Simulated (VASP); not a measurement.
# Mg2Si3N3 in VASP: notebook, part 3 of 3

VASP 6.6.1. Earlier steps stand in the parts before.

### 5 Single point, PBE

File INCAR:

```
SYSTEM = Mg2Si3N3
PREC = Accurate
ENCUT = 600
EDIFF = 1E-6
ISMEAR = 0
SIGMA = 0.2
LREAL = .False.
LASPH = .True.
NELM = 120
ALGO = Normal
ISIF = 2
LWAVE = .False.
LCHARG = .False.
GGA = PE
NBANDS = 26
GGA_COMPAT = .False.
```

File KPOINTS:

```
regular mesh
0
Gamma
  6 6 4
  0 0 0
```

File POSCAR:

```
Mg2Si3N3
1.0
    2.9144210152     -3.3510489127     -0.0008669642
    2.9144210152      3.3510489127     -0.0008669642
   -1.5719131974      0.0000000000      5.7384645283
Mg Si N
2 3 3
Direct
    0.1597203538      0.1597203538      0.3708673235
    0.6490105700      0.6490105700      0.2674119805
    0.7514946818      0.2884838115      0.7209964395
    0.2056589035      0.2056589035      0.9599301618
    0.2884838115      0.7514946818      0.7209964395
    0.4972020949      0.4972020949      0.8673697601
    0.4974085755      0.9498507671      0.5461945728
    0.9498507671      0.4974085755      0.5461945728
```

Launch:

```sh
$ cat potpaw_PBE.64/Mg/POTCAR potpaw_PBE.64/Si/POTCAR potpaw_PBE.64/N/POTCAR > POTCAR
$ mpirun -np 1 vasp_std > vasp.out
```

Wall time 59 s (1 thread of Intel Xeon 6975P-C (Granite Rapids), shared host); peak memory 0.33 GiB.

It converged, with:

- Free energy: -48.1160 eV
- Pressure: -0.2 GPa
- Largest force: 0.027 eV/Å
- Band gap on the k mesh: zero (an odd number of electrons rules out a gap without spin polarisation)

Forces on the atoms (eV/Å):
```
Mg   0.008  0.000  0.009
Mg  -0.007  0.000  0.012
Si   0.002 -0.012 -0.019
Si  -0.007  0.000 -0.010
Si   0.002  0.012 -0.019
N   -0.005  0.000  0.027
N    0.003  0.001  0.001
N    0.003 -0.001  0.001
```

Stress tensor (GPa, compression positive):
```
-0.17  0.00 -0.04
 0.00 -0.17  0.00
-0.04  0.00 -0.27
```

Levels at points of the mesh, in eV from the Fermi level:
```tsv
k point	band 11	band 12	band 13	band 14	band 15	band 16	band 17	band 18	band 19	band 20
(0.00, 0.00, 0.00)	-4.59	-4.29	-3.74	-2.37	-2.32	0.32	1.03	1.41	2.31	3.33
(0.50, 0.00, 0.00)	-4.84	-4.40	-3.41	-2.46	-2.02	-0.13	1.97	2.26	2.97	3.64
(0.50, 0.50, 0.00)	-4.45	-3.66	-2.86	-2.61	-2.21	-0.25	2.36	2.37	2.59	3.38
(0.00, 0.00, 0.50)	-4.52	-4.17	-3.80	-3.16	-2.17	0.23	1.47	1.55	1.85	3.06
(0.50, 0.00, 0.50)	-4.64	-4.39	-3.39	-2.79	-1.69	-0.06	2.04	2.25	2.83	3.20
(0.50, 0.50, 0.50)	-4.42	-3.51	-2.86	-2.39	-2.04	0.29	0.68	1.48	2.80	3.88
```

### 6 Relaxation of cell and atoms, PBE

File INCAR:

```
SYSTEM = Mg2Si3N3
PREC = Accurate
ENCUT = 600
EDIFF = 1E-7
ISMEAR = 0
SIGMA = 0.1
LREAL = .False.
LASPH = .True.
NELM = 120
ALGO = Normal
ISIF = 3
LWAVE = .False.
LCHARG = .False.
GGA = PE
IBRION = 2
NSW = 100
EDIFFG = -0.01
GGA_COMPAT = .False.
NELMIN = 4
```

File KPOINTS:

```
regular mesh
0
Gamma
  8 8 6
  0 0 0
```

File POSCAR:

```
Mg2Si3N3
1.0
    2.9142772918     -3.3528135621      0.0000000000
    2.9142772918      3.3528135621      0.0000000000
   -1.5701292634      0.0000000000      5.7363544484
Mg Si N
2 3 3
Direct
    0.1598465402      0.1598465402      0.3711055617
    0.6489861904      0.6489861904      0.2675354437
    0.7513165543      0.2886221423      0.7209198285
    0.2054518894      0.2054518894      0.9598878386
    0.2886221423      0.7513165543      0.7209198285
    0.4971475960      0.4971475960      0.8674193854
    0.4974684145      0.9499904309      0.5460866821
    0.9499904309      0.4974684145      0.5460866821
```

Potentials or basis: VASP PAW PBE potentials, release 64 (Mg, Si, N).

Launch:

```sh
$ cat potpaw_PBE.64/Mg/POTCAR potpaw_PBE.64/Si/POTCAR potpaw_PBE.64/N/POTCAR > POTCAR
$ mpirun -np 1 vasp_std > vasp.out
```

It took 13 min on 1 thread of Intel Xeon Platinum 8488C (Sapphire Rapids), shared host; peak memory 0.46 GiB.

It converged, with:

```yaml
Free_energy: -48.0925 eV
Relaxed_volume: 13.98 Å³/atom
Relaxed_cell: a = 4.439 Å, b = 4.439 Å, c = 5.943 Å, α = 100.02°, β = 100.02°, γ = 97.95°
Space_group_after_relaxing_to_0.1_Å: Cm (No. 8)
Energy_gained_by_relaxing: 0.0 meV/atom
Ionic_steps: 6
Pressure_after_relaxing: 0.0 GPa
Largest_force_after_relaxing: 0.007 eV/Å
Band_gap_on_the_k_mesh: zero (an odd number of electrons rules out a gap without spin polarisation)
```

Forces in eV/Å, atoms in the order of the input:
```
Mg  -0.002  0.000  0.000
Mg   0.001  0.000 -0.002
Si  -0.004  0.004  0.003
Si   0.006  0.000 -0.004
Si  -0.004 -0.004  0.003
N    0.004  0.000  0.000
N   -0.001  0.002  0.000
N   -0.001 -0.002  0.000
```

Step by step:
```
step  energy change (eV)  largest force (eV/Å)  pressure (GPa)  volume (Å³)
   1              0.0000                0.0212           -0.24       112.10
   2             -0.0002                0.0201            0.13       111.76
   3             -0.0002                0.0133            0.03       111.86
   4             -0.0003                0.0131            0.00       111.84
   5             -0.0003                0.0140            0.00       111.84
   6             -0.0003                0.0071            0.00       111.84
```

Final structure:
```
Mg Si N
1.0
     2.91386   -3.34885   -0.00131
     2.91386    3.34885   -0.00131
    -1.57248    0.00000    5.73124
Mg Si N
2 3 3
Direct
  0.15979 0.15979 0.37085
  0.64887 0.64887 0.26732
  0.75161 0.28851 0.72099
  0.20562 0.20562 0.95996
  0.28851 0.75161 0.72099
  0.49721 0.49721 0.86770
  0.49747 0.94975 0.54608
  0.94975 0.49747 0.54608
```

Levels at points of the mesh, in eV from the Fermi level:
```
           k point  band 12  band 13  band 14  band 15  band 16  band 17  band 18  band 19
(0.00, 0.00, 0.00)    -4.31    -3.75    -2.38    -2.33     0.32     1.02     1.42     2.31
(0.50, 0.00, 0.00)    -4.41    -3.42    -2.47    -2.03    -0.13     1.97     2.26     2.97
(0.50, 0.50, 0.00)    -3.67    -2.88    -2.61    -2.22    -0.25     2.36     2.37     2.59
(0.00, 0.00, 0.50)    -4.19    -3.81    -3.17    -2.18     0.22     1.47     1.54     1.84
(0.50, 0.00, 0.50)    -4.40    -3.41    -2.80    -1.70    -0.06     2.04     2.24     2.83
(0.50, 0.50, 0.50)    -3.52    -2.88    -2.40    -2.04     0.29     0.68     1.49     2.80
```

### 7 Overview

| task | cell | k mesh | smearing | gap on the mesh (eV) | pressure (GPa) | largest force (eV/Å) |
| --- | --- | --- | --- | --- | --- | --- |
| single point | a = 4.443, b = 4.442, c = 5.947 Å, angles 99.9, 100.0, 98.0°, 8 atoms | 6 × 6 × 4 | gaussian 0.2 eV | none | -0.2 | 0.01 |
| single point | a = 4.441, b = 4.441, c = 5.950 Å, angles 100.0, 100.0, 98.0°, 8 atoms | 8 × 8 × 6 | gaussian 0.1 eV | none | -0.2 | 0.01 |
| single point | a = 4.442, b = 4.442, c = 5.947 Å, angles 100.0, 100.0, 98.0°, 8 atoms | 4 × 4 × 4 | gaussian 0.1 eV | none | -0.3 | 0.02 |
| single point | a = 4.441, b = 4.441, c = 5.950 Å, angles 100.0, 100.0, 98.0°, 8 atoms | 6 × 6 × 4 | gaussian 0.2 eV | none | -0.2 | 0.03 |
| relaxation of cell and atoms | relaxed from a = 4.442, b = 4.442, c = 5.947 Å, angles 100.0, 100.0, 98.0°, 8 atoms | 8 × 8 × 6 | gaussian 0.1 eV | none | 0.0 | 0.01 |

Alike in all rows: level PBE; potentials or basis VASP PAW PBE potentials, release 64 (Mg, Si, N); no spin polarisation; cutoff (eV) 600.

Caveats: some runs use coarse meshes.

Total energies depend on the potentials used, so only differences within one code and one set of settings carry meaning.
